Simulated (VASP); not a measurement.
# NaB (Fm-3m) in VASP: a series of runs, part 2 of 2

VASP 6.6.1. Earlier steps stand in the parts before.

### Step 3. Single point, PBE

This run uses another cell than the first one, of 18.56 Å³/atom, 1.021 times its volume.

Input file INCAR:

```
SYSTEM = NaB
ALGO = Normal
EDIFF = 1E-6
ENCUT = 520
GGA = PE
ISIF = 2
ISMEAR = -1
LASPH = .True.
LCHARG = .False.
LREAL = .False.
LWAVE = .False.
NBANDS = 12
NELM = 100
PREC = Accurate
SIGMA = 0.15
```

Input file KPOINTS:

```
k-points
0
Gamma
  9 9 9
  0 0 0
```

Input file POSCAR:

```
NaB
1.0
    0.0000000000      2.6475970400      2.6475970400
    2.6475970400      0.0000000000      2.6475970400
    2.6475970400      2.6475970400      0.0000000000
Na B
1 1
Direct
    0.0000000000      0.0000000000      0.0000000000
    0.5000000000      0.5000000000      0.5000000000
```

Potentials or basis: VASP PAW PBE potentials, release 64 (Na_pv, B).

On the command line:

```
$ cat potpaw_PBE.64/Na_pv/POTCAR potpaw_PBE.64/B/POTCAR > POTCAR
$ mpirun -np 1 vasp_std > vasp.out
```

OUTCAR:

```text
SYSTEM = NaB
   EDIFF = 1E-6
   ENCUT = 520
   GGA = PE
   ISIF = 2
   ISMEAR = -1
   LASPH = .True.
   LREAL = .False.
   NELM = 100
   PREC = Accurate

 ion  position               nearest neighbor table
   1  0.000  0.000  0.000-
   2  0.500  0.500  0.500-

  LATTYP: Found a face centered cubic cell.
 ALAT       =     5.2951940800

  Lattice vectors:

 A1 = (   0.0000000000,   2.6475970400,   2.6475970400)
 A2 = (   2.6475970400,   0.0000000000,   2.6475970400)
 A3 = (   2.6475970400,   2.6475970400,   0.0000000000)

Analysis of symmetry for initial positions (statically):
=====================================================================
 Subroutine PRICEL returns:
 Original cell was already a primitive cell.

 Routine SETGRP: Setting up the symmetry group for a
 face centered cubic supercell.

 Subroutine GETGRP returns: Found 48 space group operations
 (whereof 48 operations were pure point group operations)
 out of a pool of 48 trial point group operations.

The static configuration has the point symmetry O_h .

Analysis of symmetry for dynamics (positions and initial velocities):
=====================================================================
 Subroutine PRICEL returns:
 Original cell was already a primitive cell.

 Routine SETGRP: Setting up the symmetry group for a
 face centered cubic supercell.

 Subroutine GETGRP returns: Found 48 space group operations
 (whereof 48 operations were pure point group operations)
 out of a pool of 48 trial point group operations.

The dynamic configuration has the point symmetry O_h .

 Subroutine INISYM returns: Found 48 space group operations
 (whereof 48 operations are pure point group operations),
 and found     1 'primitive' translations

----------------------------------------------------------------------------------------

                                     Primitive cell

  volume of cell :      37.1181

  direct lattice vectors                    reciprocal lattice vectors
     0.000000000  2.647597040  2.647597040    -0.188850491  0.188850491  0.188850491
     2.647597040  0.000000000  2.647597040     0.188850491 -0.188850491  0.188850491
     2.647597040  2.647597040  0.000000000     0.188850491  0.188850491 -0.188850491

  length of vectors
     3.744267642  3.744267642  3.744267642     0.327098645  0.327098645  0.327098645

  position of ions in fractional coordinates (direct lattice)
     0.000000000  0.000000000  0.000000000
     0.500000000  0.500000000  0.500000000

  ion indices of the primitive-cell ions
   primitive index   ion index
                 1           1
                 2           2

----------------------------------------------------------------------------------------

 KPOINTS: k-points

Automatic generation of k-mesh.
 Grid dimensions read from file:
 generate k-points for:    9    9    9

 Generating k-lattice:

  Cartesian coordinates                     Fractional coordinates (reciprocal lattice)
    -0.020983388  0.020983388  0.020983388     0.111111111  0.000000000  0.000000000
     0.020983388 -0.020983388  0.020983388     0.000000000  0.111111111  0.000000000
     0.020983388  0.020983388 -0.020983388     0.000000000  0.000000000  0.111111111

  Length of vectors
     0.036344294  0.036344294  0.036344294

  Shift w.r.t. Gamma in fractional coordinates (k-lattice)
     0.000000000  0.000000000  0.000000000

 Subroutine IBZKPT returns following result:
 ===========================================

 Found     35 irreducible k-points:

 Following reciprocal coordinates:
            Coordinates               Weight
  0.000000  0.000000  0.000000      1.000000
  0.111111  0.000000  0.000000      8.000000
  0.222222  0.000000  0.000000      8.000000
  0.333333  0.000000  0.000000      8.000000
  0.444444  0.000000  0.000000      8.000000
  0.111111  0.111111  0.000000      6.000000
[... 16 lines left out ...]
 -0.333333  0.333333  0.000000     12.000000
  0.444444  0.444444  0.000000      6.000000
 [... further k-points ...]
   k-points           NKPTS =     35   k-points in BZ     NKDIM =     35   number of bands    NBANDS=     12
   number of dos      NEDOS =    301   number of ions     NIONS =      2
   total plane-waves  NPLWV =  21952
   dimension x,y,z NGX =    28 NGY =   28 NGZ =   28
   dimension x,y,z NGXF=    56 NGYF=   56 NGZF=   56
   ions per type =               1   1
   NGX,Y,Z   is equivalent  to a cutoff of  12.43, 12.43, 12.43 a.u.
   NGXF,Y,Z  is equivalent  to a cutoff of  24.86, 24.86, 24.86 a.u.
 SYSTEM =  NaB
   PREC   = accura    normal or accurate (medium, high low for compatibility)
   ISTART =      0    job   : 0-new  1-cont  2-samecut
   ICHARG =      2    charge: 1-file 2-atom 10-const
   ISPIN  =      1    spin polarized calculation?
   LNONCOLLINEAR =      F non collinear calculations
   LSORBIT =      F    spin-orbit coupling
   LASPH  =      T    aspherical Exc in radial PAW
   ENCUT  =  520.0 eV  38.22 Ry    6.18 a.u.   6.96  6.96  6.96*2*pi/ulx,y,z
   NELM   =    100;   NELMIN=  2; NELMDL= -5     # of ELM steps
   EDIFF  = 0.1E-05   stopping-criterion for ELM
   LREAL  =      F    real-space projection
   EDIFFG = 0.1E-04   stopping-criterion for IOM
   NSW    =      0    number of steps for IOM
   IBRION =     -1    ionic relax: 0-MD 1-quasi-New 2-CG
   NFREE  =      0    steps in history (QN), initial steepest desc. (CG)
   ISIF   =      2    stress and relaxation
   ISYM   =      2    0-nonsym 1-usesym 2-fastsym
   POTIM  = 0.5000    time-step for ionic-motion
   TEBEG  =    0.0;   TEEND  =   0.0 temperature during run
   PSTRESS=    0.0 pullay stress
   NELECT =      10.0000    total number of electrons
   NUPDOWN=      -1.0000    fix difference up-down
   EMIN   =  10.00;   EMAX   =-10.00  energy-range for DOS
   EFERMI =   0.00;   METHOD = LEGACY
   ISMEAR =    -1;   SIGMA  =   0.15  broadening in eV -4-tet -1-fermi 0-gaus
   EFERMI_NEDOS =   21; number of points for ismear=-14 and -15
   IALGO  =     38    algorithm
   IMIX   =      4    mixing-type and parameters
     AMIX     =   0.40;   BMIX     =  1.00
     AMIX_MAG =   1.60;   BMIX_MAG =  1.00
  volume/ion in A,a.u.               =      18.56       125.24
  Fermi-wavevector in a.u.,A,eV,Ry     =   1.057336  1.998075 15.210756  1.117959
  Thomas-Fermi vector in A             =   2.192605
   LORBIT       =      0    0 simple, 1 ext, 2 COOP (PROOUT), +10 PAW based schemes
   GGA     = PE    functional components
   LHFCALC =     F    Hartree Fock is set to
   AEXX    =    0.0000 exact exchange contribution
   IVDW    =     0    specifies the selected vdW correction
   LEPSILON=     F    determine dielectric tensor
   LRPA    =     F    only Hartree local field effects (RPA)
 non-spin polarized calculation
  energy-cutoff  :      520.00
  volume of cell :       37.12
 maximum number of plane-waves:      1018
   NGX = 13   NGY = 13   NGZ = 13

 number of electron      10.0000000 magnetization

 number of electron       9.9999993 magnetization

 Free energy of the ion-electron system (eV)
  ---------------------------------------------------
  ext. energy  EPLUGINS =         0.00000000
  ---------------------------------------------------
  free energy    TOTEN  =        -4.33878047 eV

  energy without entropy =       -4.25948603  energy(sigma->0) =       -4.29913325

 E-fermi :   0.9275     XC(G=0):  -8.4657

 val. band max:        0.9244920940   @ k =   0.3333   0.2222   0.0000
 cond. band min:       0.9647300632   @ k =  -0.2222   0.3333   0.1111
 fundamental gap:      0.0402379692
 Fermi energy:         0.9275114690

 k-point     1 :       0.0000    0.0000    0.0000
  band No.  band energies     occupation
      1     -22.0524      2.00000
      2     -22.0524      2.00000
      3     -22.0524      2.00000
      4      -6.3533      2.00000
      5       3.4035      0.00000
      6       3.4035      0.00000
      7       3.4035      0.00000
      8       8.7768      0.00000
      9      11.3359      0.00000
     10      11.3359      0.00000
     11      11.3359      0.00000
     12      13.6382      0.00000
[... 331 lines left out ...]
 k-point    24 :       0.4444    0.4444    0.0000
  band No.  band energies     occupation
      1     -22.0938      2.00000
      2     -22.0685      2.00000
      3     -22.0685      2.00000
      4      -3.9603      2.00000
      5      -0.4054      1.99972
      6       1.9886      0.00169
      7       1.9886      0.00169
      8       7.1028      0.00000
      9       8.1995      0.00000
     10      12.7115      0.00000
     11      15.5302      0.00000
     12      15.5302      0.00000

 [... further k-points ...]

------------------------ aborting loop because EDIFF is reached ----------------------------------------

  FORCE on cell =-STRESS in cart. coord.  units (eV):
  Direction    XX          YY          ZZ          XY          YZ          ZX
  --------------------------------------------------------------------------------------
  -------------------------------------------------------------------------------------
  Total        0.3430248      0.3430248      0.3430248      0.0000000      0.0000000     -0.0000000
  in kB       14.8064316     14.8064316     14.8064316      0.0000000      0.0000000     -0.0000000
  external PRESSURE =      14.8064316 kB  Pullay stress =       0.0000000 kB

 VOLUME and BASIS-vectors are now :
 -----------------------------------------------------------------------------
  energy-cutoff  :      520.00
  volume of cell :       37.12
      direct lattice vectors                 reciprocal lattice vectors
     0.000000000  2.647597040  2.647597040    -0.188850491  0.188850491  0.188850491
     2.647597040  0.000000000  2.647597040     0.188850491 -0.188850491  0.188850491
     2.647597040  2.647597040  0.000000000     0.188850491  0.188850491 -0.188850491

 POSITION                                       TOTAL-FORCE (eV/Angst)
 -----------------------------------------------------------------------------------
      0.00000      0.00000      0.00000        -0.000000     -0.000000     -0.000000
      2.64760      2.64760      2.64760         0.000000      0.000000      0.000000
 -----------------------------------------------------------------------------------
    total drift:                               -0.000000      0.000000      0.000000

  FREE ENERGIE OF THE ION-ELECTRON SYSTEM (eV)
  ---------------------------------------------------
  free  energy   TOTEN  =        -4.3387804740 eV

  energy  without entropy=       -4.2594860335  energy(sigma->0) =       -4.29913325
```

stdout:

```text
POSCAR found type information on POSCAR NaB
 POSCAR found :  2 types and       2 ions
 scaLAPACK will be used
 LDA part: xc-table for (Slater+PW92), standard interpolation
 POSCAR, INCAR and KPOINTS ok, starting setup
 FFT: planning ... GRIDC
 FFT: planning ... GRID_SOFT
 FFT: planning ... GRID
 WAVECAR not read
 entering main loop
```

It took 6.5 s on 1 thread of Intel Xeon Platinum 8488C (Sapphire Rapids), shared host; peak memory 0.15 GiB.

Results:

| Quantity | Value |
| --- | --- |
| Free energy | -4.3388 eV |
| Pressure | 1.5 GPa |
| Band gap on the k mesh | zero (band 5 reaches 3.40 eV, above the bottom of band 6 at 0.28 eV) |

Levels at points of the mesh, in eV from the Fermi level:
```tsv
k point	band 1	band 2	band 3	band 4	band 5	band 6	band 7	band 8	band 9	band 10
(0.00, 0.00, 0.00)	-22.98	-22.98	-22.98	-7.28	2.48	2.48	2.48	7.85	10.41	10.41
```

### Step 4. Single point, PBE

This run uses another cell than the first one, of 18.95 Å³/atom, 1.043 times its volume.

Input file INCAR:

```
SYSTEM = NaB
PREC = Accurate
ENCUT = 520
EDIFF = 1E-6
ISMEAR = -1
SIGMA = 0.15
LREAL = .FALSE.
LASPH = .TRUE.
NELM = 80
ALGO = Normal
ISIF = 2
LWAVE = .FALSE.
LCHARG = .TRUE.
GGA = PE
LELF = .TRUE.
LVHAR = .TRUE.
NBANDS = 12
```

Input file KPOINTS:

```
regular mesh
0
G
  9 9 9
  0 0 0
```

Input file POSCAR:

```
NaB
1.0
    0.0000000000      2.6658569069      2.6658569069
    2.6658569069      0.0000000000      2.6658569069
    2.6658569069      2.6658569069      0.0000000000
Na B
1 1
Direct
    0.0000000000      0.0000000000      0.0000000000
    0.5000000000      0.5000000000      0.5000000000
```

On the command line:

```
$ cat potpaw_PBE.64/Na_pv/POTCAR potpaw_PBE.64/B/POTCAR > POTCAR
$ mpirun -np 1 vasp_std > vasp.out
```

Wall time 6.9 s (1 thread of Intel Xeon Platinum 8488C (Sapphire Rapids), shared host); peak memory 0.15 GiB.

Results (log left out):

* Free energy: -4.3444 eV
* Pressure: 0.9 GPa
* Band gap on the k mesh: zero (band 5 reaches 3.27 eV, above the bottom of band 6 at 0.21 eV)

Levels at points of the mesh, in eV from the Fermi level:
```csv
k point,band 1,band 2,band 3,band 4,band 5,band 6,band 7,band 8,band 9,band 10
"(0.00, 0.00, 0.00)",-23.01,-23.01,-23.01,-7.22,2.43,2.43,2.43,7.63,10.32,10.32
```

### Step 5. Single point, PBE

This run uses another cell than the first one, of 19.33 Å³/atom, 1.064 times its volume.

Input file INCAR:

```
SYSTEM = NaB
PREC = Accurate ; ENCUT = 520
EDIFF = 1E-7 ; ISMEAR = -1
SIGMA = 0.15 ; LREAL = .False.
LASPH = .True. ; NELM = 80
ALGO = Normal ; ISIF = 2
LWAVE = .False. ; LCHARG = .False.
GGA = PE ; NBANDS = 12
```

Input file KPOINTS:

```
Automatic mesh
0
Gamma
  9 9 9
  0 0 0
```

Input file POSCAR:

```
NaB
1.0
    0.0000000000      2.6838700000      2.6838700000
    2.6838700000      0.0000000000      2.6838700000
    2.6838700000      2.6838700000      0.0000000000
Na B
1 1
Direct
    0.0000000000      0.0000000000      0.0000000000
    0.5000000000      0.5000000000      0.5000000000
```

On the command line:

```
$ cat potpaw_PBE.64/Na_pv/POTCAR potpaw_PBE.64/B/POTCAR > POTCAR
$ mpirun -np 1 vasp_std > vasp.out
```

Run time: 7.5 s. Hardware: 1 thread of Intel Xeon Platinum 8488C (Sapphire Rapids), shared host; peak memory 0.15 GiB.

Results (log left out):

- Free energy: -4.3472 eV
- Pressure: 0.3 GPa
- Band gap on the k mesh: zero (band 5 reaches 3.14 eV, above the bottom of band 6 at 0.14 eV)

Levels at points of the mesh, in eV from the Fermi level:
```csv
k point,band 1,band 2,band 3,band 4,band 5,band 6,band 7,band 8,band 9,band 10
"(0.00, 0.00, 0.00)",-23.03,-23.03,-23.03,-7.16,2.38,2.38,2.38,7.43,10.24,10.24
```

### Step 6. Single point, PBE

This run uses another cell than the first one, of 19.72 Å³/atom, 1.085 times its volume.

Input file INCAR:

```
SYSTEM = NaB
  PREC = Accurate
  ENCUT = 520
  EDIFF = 1E-6
  ISMEAR = -1
  SIGMA = 0.15
  LREAL = .False.
  LASPH = .True.
  NELM = 80
  ALGO = Normal
  ISIF = 2
  LWAVE = .False.
  LCHARG = .False.
  GGA = PE
  NBANDS = 12
```

Input file KPOINTS:

```
regular mesh
0
Gamma
  9 9 9
  0 0 0
```

Input file POSCAR:

```
NaB
1.0
    0.0000000000      2.7016444915      2.7016444915
    2.7016444915      0.0000000000      2.7016444915
    2.7016444915      2.7016444915      0.0000000000
Na B
1 1
Direct
    0.0000000000      0.0000000000      0.0000000000
    0.5000000000      0.5000000000      0.5000000000
```

Potentials or basis: VASP PAW PBE potentials, release 64 (Na_pv, B).

On the command line:

```
$ cat potpaw_PBE.64/Na_pv/POTCAR potpaw_PBE.64/B/POTCAR > POTCAR
$ mpirun -np 1 vasp_std > vasp.out
```

Wall time 6.3 s (1 thread of Intel Xeon Platinum 8488C (Sapphire Rapids), shared host); peak memory 0.15 GiB.

It converged, with:

| Quantity | Value |
| --- | --- |
| Free energy | -4.3474 eV |
| Pressure | -0.2 GPa |
| Band gap on the k mesh | zero (band 5 reaches 3.01 eV, above the bottom of band 6 at 0.08 eV) |

Levels at points of the mesh, in eV from the Fermi level:
```csv
k point,band 3,band 4,band 5,band 6,band 7,band 8
"(0.00, 0.00, 0.00)",-23.06,-7.10,2.34,2.34,2.34,7.23
```

### Step 7. Overview

```tsv
cell	gap on the mesh (eV)	pressure (GPa)
a = 3.718 Å, angles 60.0°, 2 atoms	none	2.2
a = 3.744 Å, angles 60.0°, 2 atoms	none	1.5
a = 3.770 Å, angles 60.0°, 2 atoms	none	0.9
a = 3.796 Å, angles 60.0°, 2 atoms	none	0.3
a = 3.821 Å, angles 60.0°, 2 atoms	none	-0.2
```

Alike in all rows: task single point; level PBE; potentials or basis VASP PAW PBE potentials, release 64 (Na_pv, B); no spin polarisation; k mesh 9 × 9 × 9; cutoff (eV) 520; smearing fermi-dirac 0.15 eV.

Absolute energies hang on the potentials; compare differences alone.
